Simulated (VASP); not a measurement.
A run of VASP 6.6.1:

The input INCAR:

```
SYSTEM = MnO
  PREC = Accurate
  ENCUT = 520
  EDIFF = 1E-6
  ISMEAR = -1
  SIGMA = 0.05
  LREAL = .FALSE.
  LASPH = .TRUE.
  NELM = 150
  ALGO = Normal
  ISIF = 2
  LWAVE = .FALSE.
  LCHARG = .TRUE.
  ISPIN = 2
  MAGMOM = 4 0
  LORBIT = 11
  LMAXMIX = 4
  GGA = PE
  LELF = .TRUE.
  LVHAR = .TRUE.
  NBANDS = 20
```

Contents of KPOINTS:

```
regular mesh
0
G
  9 9 9
  0 0 0
```

File POSCAR:

```
MnO
1.0
    2.9106378538     -1.6819311089      0.0000000000
    2.9106378538      1.6819311089      0.0000000000
   -1.9441147575      0.0000000000      2.7529398993
Mn O
1 1
Direct
    0.5001990000      0.5001990000      0.5006650000
    0.7498025000      0.7498025000      0.2493360000
```

Potentials or basis: VASP PAW PBE potentials, release 64 (Mn_pv, O).

Launch:

```console
$ cat potpaw_PBE.64/Mn_pv/POTCAR potpaw_PBE.64/O/POTCAR > POTCAR
$ mpirun -np 1 vasp_std > vasp.out
```

Hardware: 1 thread of AMD EPYC 7R13, on a shared host.

Task: How long does it take, and how much memory?

Result: It took 3.8 min on 1 thread of AMD EPYC 7R13, on a shared host, peak memory 0.3 GiB. Counts: scf iterations 16, k points 205.
